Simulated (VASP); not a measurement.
Write the native input for VASP 6.6.1 that does the following.

| Quantity | Value |
| --- | --- |
| Task | single point |
| Functional | r2SCAN |
| Potentials or basis | VASP PAW PBE potentials, release 64 (Ca_sv, S) |
| Cutoff | 550 eV |
| k mesh | 8 × 8 × 8 |
| Occupations | gaussian, width 0.01 eV |
| Spin | no spin polarisation |
| Dipole correction | no |
| Further INCAR settings | ALGO = Normal; EDIFF = 1e-06; NBANDS = 15 |

The system is CaS (Oldhamite).

```xyz
2
Lattice="2.7606 2.7606 0.0000 -2.7606 2.7606 0.0000 0.0000 2.7606 2.7606" Properties=species:S:1:pos:R:3 pbc="T T T"
Ca    0.0000    0.0000    0.0000
S     0.0000    2.7606    0.0000
```

One way to write it, as run:

POSCAR

```
CaS
1.0
    2.7605583597      2.7605583597      0.0000000000
   -2.7605583597      2.7605583597      0.0000000000
    0.0000000000      2.7605583597      2.7605583597
Ca S
1 1
Direct
    0.0000000000      0.0000000000      0.0000000000
    0.5000000000      0.5000000000      0.0000000000
```

INCAR.step1

```
SYSTEM = CaS
PREC     = Accurate       ! precision mode
ENCUT    = 550            ! plane-wave cutoff, eV
ISMEAR   = 0              ! smearing method
SIGMA    = 0.01           ! smearing width, eV
LREAL    = .False.        ! projectors in reciprocal space
LASPH    = .True.         ! aspherical terms in the spheres
NELM     = 120            ! most SCF steps
NBANDS   = 15             ! bands
GGA      = PE             ! functional
ALGO     = Normal         ! electronic algorithm
EDIFF    = 1E-5           ! SCF threshold, eV
LWAVE    = .True.         ! write WAVECAR
LCHARG   = .False.        ! write CHGCAR
GGA_COMPAT= .False.
```

INCAR.step2

```
SYSTEM = CaS
PREC     = Accurate       ! precision mode
ENCUT    = 550            ! plane-wave cutoff, eV
EDIFF    = 1E-6           ! SCF threshold, eV
ISMEAR   = 0              ! smearing method
SIGMA    = 0.01           ! smearing width, eV
LREAL    = .False.        ! projectors in reciprocal space
LASPH    = .True.         ! aspherical terms in the spheres
NELM     = 120            ! most SCF steps
ALGO     = Normal         ! electronic algorithm
ISIF     = 2              ! what is computed and relaxed
LWAVE    = .False.        ! write WAVECAR
LCHARG   = .False.        ! write CHGCAR
METAGGA  = R2SCAN         ! meta-GGA
LMIXTAU  = .True.       
NBANDS   = 15             ! bands
ISTART   = 1            
GGA_COMPAT= .False.
```

KPOINTS

```
regular mesh
0
Gamma
  8 8 8
  0 0 0
```

Potentials or basis: VASP PAW PBE potentials, release 64 (Ca_sv, S).

The run is started by

```bash
$ cat potpaw_PBE.64/Ca_sv/POTCAR potpaw_PBE.64/S/POTCAR > POTCAR
$ cp INCAR.step1 INCAR
$ mpirun -np 1 vasp_std > vasp.out
$ cp INCAR.step2 INCAR
$ mpirun -np 1 vasp_std > vasp.out
```

Results of the run:

```
Pressure               : 7.4 GPa
Band gap on the k mesh : 2.56 eV, indirect (least direct gap 3.45 eV)
```

Caveat: the PAW data sets were made with another functional, which shifts forces and pressure a little.

Wall time 83 s on 1 thread of Intel(R) Xeon(R) Platinum 8488C (Sapphire Rapids), with other jobs on the host, peak memory 0.18 GiB.
